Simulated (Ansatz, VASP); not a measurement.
Ga2O3 in VASP and in Ansatz

```
CELL_PARAMETERS angstrom
6.18736 -1.53853 0.00000
6.18736 1.53853 0.00000
-1.40423 0.00000 5.70410
ATOMIC_POSITIONS crystal
Ga 0.34134 0.34134 0.68598
Ga 0.65866 0.65866 0.31402
Ga 0.90950 0.90950 0.20540
Ga 0.09050 0.09050 0.79460
O 0.50410 0.50410 0.74340
O 0.49590 0.49590 0.25660
O 0.82670 0.82670 0.43680
O 0.17330 0.17330 0.56320
O 0.83550 0.83550 0.89020
O 0.16450 0.16450 0.10980
```

Alike in both runs: task single point; functional revPBE; k mesh 9 × 9 × 5; occupations fermi-dirac, width 0.05 eV; no spin polarisation.

```csv
,VASP,Ansatz
version,VASP 6.6.1,Ansatz 0.2.0
potentials or method,"VASP PAW PBE potentials, release 64 (Ga_d, O)",Ansatz PAW
plane-wave cutoff (eV),520,420
valence electrons in the cell,88,88
```

```tsv
	VASP	Ansatz	Ansatz less VASP
gap on the k mesh at the Fermi level (eV)	2.15	2.16	+0.011
least direct gap on the mesh (eV)	2.18	2.19	+0.009
pressure (GPa)	5.4	5.0	-0.41
traceless stress, the component that is largest in VASP (GPa)	-0.41	-0.37	+0.043
rms of the force components (eV/Å)	0.045	0.036	-0.0091
```

VASP's potentials were made for PBE, not for revPBE. Atom by atom the forces differ by 0.013 eV/Å (rms over components). The functional is the same, so the differences come from potentials, cutoffs and numerics.

Noted on Ansatz's run: odd divisions of the mesh miss points on the zone boundary, where band edges often lie, so the gap on the mesh can be too wide.
